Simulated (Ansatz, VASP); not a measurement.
## P in VASP and in Ansatz

```
P
1.0
     4.27290    0.00000    0.08012
     0.00000    4.27290    0.00000
     0.08209    0.00000    4.37800
P
1
Cartesian
  0.0000 0.0000 0.0000
```

Change from the starting cell: strain +0.0375 x Voigt [0, 0, 0, 0, 1, 0], atoms carried along.

Alike in both runs: task single point; functional PBEsol; dispersion D3(BJ); k mesh 12 × 12 × 12; occupations gaussian, width 0.15 eV; no spin polarisation.

```csv
,VASP,Ansatz
version,VASP 6.6.1,Ansatz 0.2.0
potentials or method,"VASP PAW PBE potentials, release 64 (P), cutoff 520 eV","scalar-relativistic, plane waves, PAW"
valence electrons in the cell,5,5
```

|  | VASP | Ansatz | Ansatz less VASP |
| --- | --- | --- | --- |
| gap on the k mesh at the Fermi level (eV) | none | none | - |
| pressure (GPa) | -4.0 | -4.0 | +0.01 |
| traceless stress, the component that is largest in VASP (GPa) | 0.28 | 0.28 | 0.000 |

VASP's potentials were made for PBE, not for PBEsol. A gap of «none» marks a metal or a gap that the smearing closes.
